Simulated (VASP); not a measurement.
# MgO (P1) in VASP: further runs, part 2 of 2

VASP 6.6.1. The steps go on from the part before.

## Step 3: Single point, PBEsol (atom 6 (O) moved by -0.390 Å along [1 0 0] and +0.390 Å along [0 0 1])

INCAR reads:

```
SYSTEM = MgO
PREC     = Accurate       ! precision mode
ENCUT    = 520            ! plane-wave cutoff, eV
EDIFF    = 1E-7           ! SCF threshold, eV
ISMEAR   = 0              ! smearing method
SIGMA    = 0.05           ! smearing width, eV
LREAL    = .False.        ! projectors in reciprocal space
LASPH    = .True.         ! aspherical terms in the spheres
NELM     = 80             ! most SCF steps
ALGO     = Normal         ! electronic algorithm
ISIF     = 2              ! what is computed and relaxed
LWAVE    = .False.        ! write WAVECAR
LCHARG   = .True.         ! write CHGCAR
GGA      = PS             ! functional
LELF     = .True.         ! ELF
LVHAR    = .True.       
NBANDS   = 26             ! bands
```

KPOINTS reads:

```
regular mesh
0
Gamma
  9 9 4
  0 0 0
```

POSCAR reads:

```
MgO
1.0
    3.2553371795      0.0000000000      0.0000000000
   -1.6276685897      2.8192046953      0.0000000000
    0.0000000000      0.0000000000     10.4149514991
Mg O
4 4
Direct
    0.3333333333      0.6666666667      0.9695963559
    0.0000000000      0.0000000000      0.2209473890
    0.0000000000      0.0000000000      0.7209473890
    0.6666666667      0.3333333333      0.4695963559
    0.3333333333      0.6666666667      0.7799156657
   -0.1198032580      0.0000000000      0.5669849351
    0.0000000000      0.0000000000      0.0295387694
    0.6666666667      0.3333333333      0.2799156657
```

Potentials or basis: VASP PAW PBE potentials, release 64 (Mg, O).

Launch:

```
> cat potpaw_PBE.64/Mg/POTCAR potpaw_PBE.64/O/POTCAR > POTCAR
> mpirun -np 1 vasp_std > vasp.out
```

OUTCAR:

```text
SYSTEM = MgO
   PREC = Accurate
   ENCUT = 520
   EDIFF = 1E-7
   ISMEAR = 0
   LREAL = .False.
   LASPH = .True.
   NELM = 80
   ISIF = 2
   GGA = PS

 ion  position               nearest neighbor table
   1  0.333  0.667  0.970-   5 1.98   7 1.98   7 1.98   7 1.98   3 3.20   3 3.20   3 3.20   2 3.22
                             2 3.22   2 3.22
   2  0.000  0.000  0.221-   8 1.98   8 1.98   8 1.98   7 1.99   4 3.20   4 3.20   4 3.20   1 3.22
                             1 3.22   1 3.22
   3  0.000  0.000  0.721-   6 1.65   5 1.98   5 1.98   5 1.98   1 3.20   1 3.20   1 3.20   4 3.22
                             4 3.22   4 3.22
[... 914 lines left out ...]
  Total        0.7361322     -0.1655519      8.9840221     -0.2322078     -1.1869142      3.3225142
  in kB       12.3391875     -2.7750130    150.5918793     -3.8923113    -19.8952809     55.6926116
  external PRESSURE =      53.3853512 kB  Pullay stress =       0.0000000 kB

 VOLUME and BASIS-vectors are now :
 -----------------------------------------------------------------------------
  energy-cutoff  :      520.00
  volume of cell :       95.58
      direct lattice vectors                 reciprocal lattice vectors
     3.255337180  0.000000000  0.000000000     0.307187841  0.177354983  0.000000000
    -1.627668590  2.819204695  0.000000000     0.000000000  0.354709965  0.000000000
     0.000000000  0.000000000 10.414951499     0.000000000  0.000000000  0.096015810

 POSITION                                       TOTAL-FORCE (eV/Angst)
 -----------------------------------------------------------------------------------
     -0.00000      1.87947     10.09830        -0.003139     -0.001824     -0.781095
      0.00000      0.00000      2.30116        -0.017688      0.000086     -0.813905
      0.00000      0.00000      7.50863         1.265443      0.002314      6.137828
      1.62767      0.93973      4.89082        -1.421241      0.930693      1.417266
     -0.00000      1.87947      8.12278        -0.143740     -0.083679      0.944102
      2.86534      0.00000      5.90512         0.359871     -0.862648     -8.446927
      0.00000      0.00000      0.30764         0.001053     -0.000615      0.801302
      1.62767      0.93973      2.91531        -0.040559      0.015673      0.741429
 -----------------------------------------------------------------------------------
    total drift:                               -0.000493      0.000033     -0.001135

  FREE ENERGIE OF THE ION-ELECTRON SYSTEM (eV)
  ---------------------------------------------------
  free  energy   TOTEN  =       -47.2119772649 eV

  energy  without entropy=      -47.2119772649  energy(sigma->0) =      -47.21197726
```

OSZICAR:

```text
N       E                     dE             d eps       ncg     rms          rms(c)
DAV:   1     0.140403268726E+03    0.14040E+03   -0.14431E+04  8476   0.107E+03
DAV:   2    -0.449949698186E+02   -0.18540E+03   -0.17436E+03 11242   0.233E+02
DAV:   3    -0.559006582241E+02   -0.10906E+02   -0.10849E+02 10688   0.576E+01
DAV:   4    -0.559679371672E+02   -0.67279E-01   -0.67253E-01  9786   0.529E+00
DAV:   5    -0.559683419114E+02   -0.40474E-03   -0.40469E-03 10548   0.409E-01    0.161E+01
DAV:   6    -0.475631653961E+02    0.84052E+01   -0.29882E+01  9854   0.316E+01    0.570E+00
DAV:   7    -0.473508982621E+02    0.21227E+00   -0.60046E-01  9754   0.538E+00    0.324E+00
DAV:   8    -0.472170675621E+02    0.13383E+00   -0.26507E-01 10448   0.500E+00    0.490E-01
DAV:   9    -0.472152682219E+02    0.17993E-02   -0.36725E-02 10736   0.125E+00    0.314E-01
DAV:  10    -0.472138008468E+02    0.14674E-02   -0.14297E-02 10540   0.740E-01    0.286E-01
DAV:  11    -0.472121693393E+02    0.16315E-02   -0.26048E-03 10560   0.467E-01    0.842E-02
DAV:  12    -0.472120051895E+02    0.16415E-03   -0.74039E-04 10470   0.221E-01    0.339E-02
DAV:  13    -0.472119778778E+02    0.27312E-04   -0.14631E-04 10568   0.100E-01    0.110E-02
DAV:  14    -0.472119775328E+02    0.34496E-06   -0.21562E-05 10702   0.325E-02    0.796E-03
DAV:  15    -0.472119773464E+02    0.18638E-06   -0.29278E-06 10726   0.108E-02    0.446E-03
DAV:  16    -0.472119772649E+02    0.81570E-07   -0.58911E-07 10706   0.631E-03
   1 F= -.47211977E+02 E0= -.47211977E+02  d E =-.340860E-11
```

Wall time 3.3 min (1 thread of Intel Xeon 6975P-C (Granite Rapids), shared host); peak memory 0.43 GiB.

Results:

```yaml
Free_energy: -47.2120 eV
Pressure: 5.3 GPa
Largest_force: 8.498 eV/Å
Band_gap_on_the_k_mesh: 1.85 eV, direct
```

Forces on the atoms (eV/Å):
```
Mg  -0.003 -0.002 -0.781
Mg  -0.018  0.000 -0.814
Mg   1.265  0.002  6.138
Mg  -1.421  0.931  1.417
O   -0.144 -0.084  0.944
O    0.360 -0.863 -8.447
O    0.001 -0.001  0.801
O   -0.041  0.016  0.741
```

Stress tensor (GPa, compression positive):
```
 1.23 -0.39  5.57
-0.39 -0.28 -1.99
 5.57 -1.99 15.06
```

Caveat: the cell differs from its parent crystal (atom 6 (O) moved by -0.390 Å along [1 0 0] and +0.390 Å along [0 0 1]); the PAW data sets were made with another functional, which shifts forces and pressure a little. A k mesh can miss the band edges.

## Step 4: Single point, PBEsol (atom 6 (O) moved by -0.130 Å along [1 0 0] and -0.390 Å along [0 0 1])

INCAR reads:

```
SYSTEM = MgO
PREC = Accurate
ENCUT = 520
EDIFF = 1E-6
ISMEAR = 0
SIGMA = 0.05
LREAL = .False.
LASPH = .True.
NELM = 100
ALGO = Normal
ISIF = 2
LWAVE = .False.
LCHARG = .False.
GGA = PS
NBANDS = 26
```

KPOINTS is that of step 3.

Changes to POSCAR since step 3:

```diff
@@ -13,3 +13,3 @@
     0.3333333333      0.6666666667      0.7799156657
-   -0.1198032580      0.0000000000      0.5669849351
+   -0.0399344193      0.0000000000      0.4920926037
     0.0000000000      0.0000000000      0.0295387694
```

Launch:

```
> cat potpaw_PBE.64/Mg/POTCAR potpaw_PBE.64/O/POTCAR > POTCAR
> mpirun -np 1 vasp_std > vasp.out
```

Run time: 2.8 min. Hardware: 1 thread of Intel Xeon 6975P-C (Granite Rapids), shared host; peak memory 0.43 GiB.

It converged, with:

* Free energy: -48.0367 eV
* Pressure: 2.1 GPa
* Largest force: 4.099 eV/Å
* Band gap on the k mesh: 2.02 eV, direct

Forces on the atoms (eV/Å):
```
Mg   0.000  0.000  0.770
Mg  -0.019  0.000  0.820
Mg  -0.097  0.000 -0.429
Mg  -2.071  0.506 -2.123
O   -0.015 -0.003 -0.744
O    2.267 -0.511  3.377
O    0.001  0.000 -0.782
O   -0.065  0.008 -0.888
```

Stress tensor (GPa, compression positive):
```
 4.61 -3.28  0.67
-3.28  4.02 -0.24
 0.67 -0.24 -2.25
```

Levels at points of the mesh, in eV from the valence-band top:
```
           k point  band 13  band 14  band 15  band 16  band 17  band 18  band 19  band 20
(0.00, 0.00, 0.00)    -1.11    -0.52    -0.02     0.00     2.02     4.61     5.31     7.98
(0.00, 0.00, 0.50)    -1.11    -0.98    -0.02     0.00     2.51     3.77     6.30     7.01
```

Caveat: the cell differs from its parent crystal (atom 6 (O) moved by -0.130 Å along [1 0 0] and -0.390 Å along [0 0 1]); the PAW data sets were made with another functional, which shifts forces and pressure a little.
